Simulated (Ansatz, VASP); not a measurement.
## TiAl: VASP beside Ansatz

```
Ti Al
1.0
     2.82425    0.00000    0.00000
    -1.41213    2.44588    0.00000
     0.00000    0.00000    4.74825
Ti Al
1 1
Direct
  0.00000 0.00000 0.00000
  0.33333 0.66667 0.50000
```

Change from the starting cell: strain -0.015 along x and y, +0.015 along z, atoms carried along.

Alike in both runs: task single point; functional PBEsol; k mesh 18 × 18 × 10; occupations gaussian, width 0.15 eV; no spin polarisation.

```csv
,VASP,Ansatz
version,VASP 6.6.1,Ansatz 0.2.0
potentials or method,"VASP PAW PBE potentials, release 64 (Ti_sv, Al), cutoff 520 eV","scalar-relativistic, plane waves, PAW"
valence electrons in the cell,15,15
```

|  | VASP | Ansatz | Ansatz less VASP |
| --- | --- | --- | --- |
| gap on the k mesh at the Fermi level (eV) | none | none | - |
| pressure (GPa) | -1.5 | -1.5 | -0.02 |
| traceless stress, the component that is largest in VASP (GPa) | -3.80 | -3.86 | -0.062 |

VASP's potentials were made for PBE, not for PBEsol. A gap of «none» marks a metal or a gap that the smearing closes.
